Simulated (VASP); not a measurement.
Mg: single point with PBEsol

Mg:

```
CELL_PARAMETERS angstrom
2.98593 0.00000 0.00000
-1.49297 2.58589 0.00000
0.00000 0.00000 9.71085
ATOMIC_POSITIONS crystal
Mg 0.66667 0.33333 0.75000
Mg 0.00000 0.00000 0.50000
Mg 0.33333 0.66667 0.25000
Mg 0.00000 0.00000 0.00000
```

```json
{
  "Program": "VASP 6.6.1",
  "Task": "single point",
  "Functional": "PBEsol",
  "Potentials or basis": "VASP PAW PBE potentials, release 64 (Mg)",
  "Cutoff": "520 eV",
  "k mesh": "10 × 10 × 3",
  "Occupations": "fermi-dirac, width 0.05 eV",
  "Spin": "no spin polarisation"
}
```

* Pressure: 10.1 GPa
* Band gap on the k mesh: zero (bands 4 and 5 overlap by 1.83 eV)

Levels at points of the mesh, in eV from the Fermi level:
| k point | band 1 | band 2 | band 3 | band 4 | band 5 | band 6 | band 7 | band 8 | band 9 |
| --- | --- | --- | --- | --- | --- | --- | --- | --- | --- |
| (0.00, 0.00, 0.00) | -7.95 | -6.37 | -6.36 | -2.14 | -1.35 | 5.52 | 5.53 | 12.10 | 12.10 |
| (0.50, 0.00, 0.00) | -2.58 | -2.47 | -1.42 | -1.29 | -0.63 | -0.52 | 2.90 | 2.95 | 3.90 |

Wall time 9.2 s on 1 thread of Intel(R) Xeon(R) 6975P-C (Granite Rapids), with other jobs on the host, peak memory 0.19 GiB.

Caveat: the cell stands under pressure; the PAW data sets were made with another functional, which shifts forces and pressure a little.
